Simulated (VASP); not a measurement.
Input of a VASP 6.6.1 run:

INCAR

```
SYSTEM = CsBr
ALGO     = Normal         ! electronic algorithm
EDIFF    = 1E-6           ! SCF threshold, eV
ENCUT    = 500            ! plane-wave cutoff, eV
GGA      = PE             ! functional
GGA_COMPAT= .False.      
ISIF     = 2              ! what is computed and relaxed
ISMEAR   = 0              ! smearing method
LASPH    = .True.         ! aspherical terms in the spheres
LCHARG   = .False.        ! write CHGCAR
LREAL    = .False.        ! projectors in reciprocal space
LWAVE    = .False.        ! write WAVECAR
NBANDS   = 15             ! bands
NELM     = 120            ! most SCF steps
PREC     = Accurate       ! precision mode
SIGMA    = 0.02           ! smearing width, eV
```

The input KPOINTS:

```
k-points
0
Gamma
  6 6 6
  0 0 0
```

The input POSCAR:

```
CsBr
1.0
    4.2860000000      0.0000000000      0.0000000000
    0.0000000000      4.2860000000      0.0000000000
    0.0000000000      0.0000000000      4.2860000000
Cs Br
1 1
Direct
    0.0000000000      0.0000000000      0.0000000000
    0.5104993000      0.5000000000      0.5000000000
```

Potentials or basis: VASP PAW PBE potentials, release 64 (Cs_sv, Br).

Launch:

```bash
$ cat potpaw_PBE.64/Cs_sv/POTCAR potpaw_PBE.64/Br/POTCAR > POTCAR
$ mpirun -np 1 vasp_std > vasp.out
```

Q: What does it give for the pressure?

A: 1.1 GPa.

Q: Predict the band gap on the k mesh.

A: 4.52 eV.

Q: What does it give for the largest force?

A: 0.041 eV/Å.

Forces in eV/Å, atoms in the order of the input:
```
Cs   0.041  0.000  0.000
Br  -0.041  0.000  0.000
```

Caveat: the cell differs from its parent crystal (one atom moved); spin-orbit coupling is left out, which moves the levels of the heavy elements.
